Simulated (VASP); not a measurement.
# SnO (P4/nmm) in VASP: settings compared, part 2 of 2

VASP 6.6.1.

## 4. Single point, r2SCAN (uniaxial z strain -4.0%)

Input file POSCAR:

```
SnO
1.0
    3.7925880617      0.0000000000      0.0000000000
    0.0000000000      3.7925880617      0.0000000000
    0.0000000000      0.0000000000      4.5680517387
Sn O
2 2
Direct
    0.0000000000      0.5000000000      0.2493020738
    0.5000000000      0.0000000000      0.7506979262
    0.5000000000      0.5000000000      0.0000000000
    0.0000000000      0.0000000000      0.0000000000
```

Input file INCAR.step1:

```
SYSTEM = SnO
PREC = Accurate ; ENCUT = 520
ISMEAR = -1 ; SIGMA = 0.02
LREAL = .FALSE. ; LASPH = .TRUE.
NELM = 80 ; NBANDS = 28
GGA = PE ; ALGO = Normal
EDIFF = 1E-4 ; LWAVE = .TRUE.
LCHARG = .FALSE.
```

Input file INCAR.step2:

```
SYSTEM = SnO
PREC = Accurate ; ENCUT = 520
EDIFF = 1E-6 ; ISMEAR = -1
SIGMA = 0.02 ; LREAL = .FALSE.
LASPH = .TRUE. ; NELM = 80
ALGO = Normal ; ISIF = 2
LWAVE = .FALSE. ; LCHARG = .TRUE.
METAGGA = R2SCAN ; LMIXTAU = .TRUE.
LELF = .TRUE. ; LVHAR = .TRUE.
NBANDS = 28 ; ISTART = 1
```

Input file KPOINTS:

```
regular mesh
0
G
  6 6 6
  0 0 0
```

Potentials or basis: VASP PAW PBE potentials, release 64 (Sn_d, O).

Run with:

```
$ cat potpaw_PBE.64/Sn_d/POTCAR potpaw_PBE.64/O/POTCAR > POTCAR
$ cp INCAR.step1 INCAR
$ mpirun -np 1 vasp_std > vasp.out
$ cp INCAR.step2 INCAR
$ mpirun -np 1 vasp_std > vasp.out
```

OUTCAR:

```text
SYSTEM = SnO
   PREC = Accurate
   ENCUT = 520
   EDIFF = 1E-6
   ISMEAR = -1
   LREAL = .FALSE.
   LASPH = .TRUE.
   NELM = 80
   ISIF = 2
   METAGGA = R2SCAN
   ISTART = 1

 ion  position               nearest neighbor table
   1  0.000  0.500  0.249-   3 2.21   4 2.21   4 2.21   3 2.21   2 3.52   2 3.52   2 3.52   2 3.52
                             2 3.53   2 3.53   2 3.53   2 3.53
   2  0.500  0.000  0.751-   3 2.21   4 2.21   3 2.21   4 2.21   1 3.52   1 3.52   1 3.52   1 3.52
                             1 3.53   1 3.53   1 3.53   1 3.53
   3  0.500  0.500  0.000-   1 2.21   2 2.21   2 2.21   1 2.21
   4  0.000  0.000  0.000-   1 2.21   2 2.21   1 2.21   2 2.21

  LATTYP: Found a simple tetragonal cell.
 ALAT       =     3.7925880617
 C/A-ratio  =     1.2044682060

  Lattice vectors:

 A1 = (   3.7925880617,   0.0000000000,   0.0000000000)
 A2 = (   0.0000000000,   3.7925880617,   0.0000000000)
 A3 = (   0.0000000000,   0.0000000000,   4.5680517387)

Analysis of symmetry for initial positions (statically):
=====================================================================
 Subroutine PRICEL returns:
 Original cell was already a primitive cell.

 Routine SETGRP: Setting up the symmetry group for a
 simple tetragonal supercell.

 Subroutine GETGRP returns: Found 16 space group operations
 (whereof  8 operations were pure point group operations)
 out of a pool of 16 trial point group operations.

The static configuration has the point symmetry D_2d.
 The point group associated with its full space group is D_4h.

Analysis of symmetry for dynamics (positions and initial velocities):
=====================================================================
 Subroutine PRICEL returns:
 Original cell was already a primitive cell.

 Routine SETGRP: Setting up the symmetry group for a
 simple tetragonal supercell.

 Subroutine GETGRP returns: Found 16 space group operations
 (whereof  8 operations were pure point group operations)
 out of a pool of 16 trial point group operations.

The dynamic configuration has the point symmetry D_2d.
 The point group associated with its full space group is D_4h.

 Subroutine INISYM returns: Found 16 space group operations
 (whereof  8 operations are pure point group operations),
 and found     1 'primitive' translations

----------------------------------------------------------------------------------------

                                     Primitive cell

  volume of cell :      65.7056

  direct lattice vectors                    reciprocal lattice vectors
     3.792588062  0.000000000  0.000000000     0.263672190  0.000000000  0.000000000
     0.000000000  3.792588062  0.000000000     0.000000000  0.263672190  0.000000000
     0.000000000  0.000000000  4.568051739     0.000000000  0.000000000  0.218911706

  length of vectors
     3.792588062  3.792588062  4.568051739     0.263672190  0.263672190  0.218911706

  position of ions in fractional coordinates (direct lattice)
     0.000000000  0.500000000  0.249302074
     0.500000000  0.000000000  0.750697926
     0.500000000  0.500000000  0.000000000
     0.000000000  0.000000000  0.000000000

[... 26 lines left out ...]
     0.000000000  0.000000000  0.000000000

 Subroutine IBZKPT returns following result:
 ===========================================

 Found     40 irreducible k-points:

 Following reciprocal coordinates:
            Coordinates               Weight
  0.000000  0.000000  0.000000      1.000000
  0.166667  0.000000  0.000000      4.000000
  0.333333  0.000000  0.000000      4.000000
  0.500000  0.000000  0.000000      2.000000
  0.166667  0.166667  0.000000      4.000000
  0.333333  0.166667  0.000000      8.000000
[... 16 lines left out ...]
  0.333333  0.000000  0.333333      8.000000
  0.500000  0.000000  0.333333      4.000000
 [... further k-points ...]
   k-points           NKPTS =     40   k-points in BZ     NKDIM =     40   number of bands    NBANDS=     28
   number of dos      NEDOS =    301   number of ions     NIONS =      4
   total plane-waves  NPLWV =  28224
   dimension x,y,z NGX =    28 NGY =   28 NGZ =   36
   dimension x,y,z NGXF=    56 NGYF=   56 NGZF=   72
   ions per type =               2   2
   NGX,Y,Z   is equivalent  to a cutoff of  12.27, 12.27, 13.10 a.u.
   NGXF,Y,Z  is equivalent  to a cutoff of  24.55, 24.55, 26.20 a.u.
 SYSTEM =  SnO
   PREC   = accura    normal or accurate (medium, high low for compatibility)
   ISTART =      1    job   : 0-new  1-cont  2-samecut
   ICHARG =      0    charge: 1-file 2-atom 10-const
   ISPIN  =      1    spin polarized calculation?
   LNONCOLLINEAR =      F non collinear calculations
   LSORBIT =      F    spin-orbit coupling
   LASPH  =      T    aspherical Exc in radial PAW
   ENCUT  =  520.0 eV  38.22 Ry    6.18 a.u.   7.05  7.05  8.49*2*pi/ulx,y,z
   NELM   =     80;   NELMIN=  2; NELMDL=  0     # of ELM steps
   EDIFF  = 0.1E-05   stopping-criterion for ELM
   LREAL  =      F    real-space projection
   EDIFFG = 0.1E-04   stopping-criterion for IOM
   NSW    =      0    number of steps for IOM
   IBRION =     -1    ionic relax: 0-MD 1-quasi-New 2-CG
   NFREE  =      0    steps in history (QN), initial steepest desc. (CG)
   ISIF   =      2    stress and relaxation
   ISYM   =      2    0-nonsym 1-usesym 2-fastsym
   POTIM  = 0.5000    time-step for ionic-motion
   TEBEG  =    0.0;   TEEND  =   0.0 temperature during run
   PSTRESS=    0.0 pullay stress
   NELECT =      40.0000    total number of electrons
   NUPDOWN=      -1.0000    fix difference up-down
   EMIN   =  10.00;   EMAX   =-10.00  energy-range for DOS
   EFERMI =   0.00;   METHOD = LEGACY
   ISMEAR =    -1;   SIGMA  =   0.02  broadening in eV -4-tet -1-fermi 0-gaus
   EFERMI_NEDOS =   21; number of points for ismear=-14 and -15
   IALGO  =     38    algorithm
   IMIX   =      4    mixing-type and parameters
     AMIX     =   0.40;   BMIX     =  1.00
     AMIX_MAG =   1.60;   BMIX_MAG =  1.00
  volume/ion in A,a.u.               =      16.43       110.85
  Fermi-wavevector in a.u.,A,eV,Ry     =   1.387482  2.621961 26.192663  1.925106
  Thomas-Fermi vector in A             =   2.511699
   LORBIT       =      0    0 simple, 1 ext, 2 COOP (PROOUT), +10 PAW based schemes
   METAGGA = R2SCAN    functional components
   LHFCALC =     F    Hartree Fock is set to
   AEXX    =    0.0000 exact exchange contribution
   IVDW    =     0    specifies the selected vdW correction
   LEPSILON=     F    determine dielectric tensor
   LRPA    =     F    only Hartree local field effects (RPA)
 non-spin polarized calculation
  energy-cutoff  :      520.00
  volume of cell :       65.71
 maximum number of plane-waves:      1788
   NGX = 15   NGY = 15   NGZ = 17

 number of electron      40.0000004 magnetization

 Free energy of the ion-electron system (eV)
  ---------------------------------------------------
  ext. energy  EPLUGINS =         0.00000000
  ---------------------------------------------------
  free energy    TOTEN  =       -66.84778214 eV

  energy without entropy =      -66.84723827  energy(sigma->0) =      -66.84751020

 E-fermi :   7.8454     XC(G=0): -11.3449

 val. band max:        7.8126338350   @ k =   0.0000   0.0000   0.1667
 cond. band min:       7.9592462113   @ k =   0.0000   0.0000   0.0000
 fundamental gap:      0.1466123762
 Fermi energy:         7.8453548829

 k-point     1 :       0.0000    0.0000    0.0000
  band No.  band energies     occupation
      1     -15.1487      2.00000
      2     -14.5462      2.00000
      3     -14.5462      2.00000
      4     -14.5305      2.00000
      5     -14.4843      2.00000
      6     -14.4734      2.00000
[... 733 lines left out ...]
     27      17.7684      0.00000
     28      17.7684      0.00000

 [... further k-points ...]

------------------------ aborting loop because EDIFF is reached ----------------------------------------

  FORCE on cell =-STRESS in cart. coord.  units (eV):
  Direction    XX          YY          ZZ          XY          YZ          ZX
  --------------------------------------------------------------------------------------
  -------------------------------------------------------------------------------------
  Total        0.9979360      0.9979360      1.6195720      0.0000000      0.0000000      0.0000000
  in kB       24.3338541     24.3338541     39.4919413      0.0000000      0.0000000      0.0000000
  external PRESSURE =      29.3865498 kB  Pullay stress =       0.0000000 kB

 VOLUME and BASIS-vectors are now :
 -----------------------------------------------------------------------------
  energy-cutoff  :      520.00
  volume of cell :       65.71
      direct lattice vectors                 reciprocal lattice vectors
     3.792588062  0.000000000  0.000000000     0.263672190  0.000000000  0.000000000
     0.000000000  3.792588062  0.000000000     0.000000000  0.263672190  0.000000000
     0.000000000  0.000000000  4.568051739     0.000000000  0.000000000  0.218911706

 POSITION                                       TOTAL-FORCE (eV/Angst)
 -----------------------------------------------------------------------------------
      0.00000      1.89629      1.13882        -0.000000     -0.000000      0.127044
      1.89629      0.00000      3.42923         0.000000     -0.000000     -0.127044
      1.89629      1.89629      0.00000        -0.000000      0.000000      0.000000
      0.00000      0.00000      0.00000        -0.000000     -0.000000      0.000000
 -----------------------------------------------------------------------------------
    total drift:                                0.000000      0.000000      0.000000

  FREE ENERGIE OF THE ION-ELECTRON SYSTEM (eV)
  ---------------------------------------------------
  free  energy   TOTEN  =       -66.8477821383 eV

  energy  without entropy=      -66.8472382663  energy(sigma->0) =      -66.84751020
```

Wall time 87 s (1 thread of Intel Xeon 6975P-C (Granite Rapids), shared host); peak memory 0.21 GiB.

What came out:

| Quantity | Value |
| --- | --- |
| Free energy | -66.8478 eV |
| Pressure | 2.9 GPa |
| Largest force | 0.127 eV/Å |
| Band gap on the k mesh | zero (band 20 reaches 7.96 eV, above the bottom of band 21 at 7.78 eV) |

Forces in eV/Å, atoms in the order of the input:
```
Sn   0.000  0.000  0.127
Sn   0.000  0.000 -0.127
O    0.000  0.000  0.000
O    0.000  0.000  0.000
```

Stress tensor (GPa, compression positive):
```
2.43 0.00 0.00
0.00 2.43 0.00
0.00 0.00 3.95
```

Caveat: the cell differs from its parent crystal (uniaxial z strain -4.0%); the PAW data sets were made with another functional, which shifts forces and pressure a little; spin-orbit coupling is left out, which moves the levels of the heavy elements.

## 5. Summary

```tsv
level	cell	smearing	gap on the mesh (eV)	pressure (GPa)	largest force (eV/Å)
r2SCAN	a = 3.793, b = 3.793, c = 4.949 Å, 4 atoms	gaussian 0.01 eV	0.30	1.1	0.13
PBE	a = 3.793, b = 3.793, c = 4.854 Å, 4 atoms	fermi-dirac 0.02 eV	0.05	5.2	0.58
r2SCAN	a = 3.793, b = 3.793, c = 4.568 Å, 4 atoms	fermi-dirac 0.02 eV	none	2.9	0.13
```

Alike in all rows: task single point; potentials or basis VASP PAW PBE potentials, release 64 (Sn_d, O); no spin polarisation; k mesh 6 × 6 × 6; cutoff (eV) 520.

Caveats: spin-orbit coupling is left out, which moves the levels of the heavy elements; the PAW data sets were made with another functional, which shifts forces and pressure a little (some runs).

Absolute energies hang on the potentials; compare differences alone.
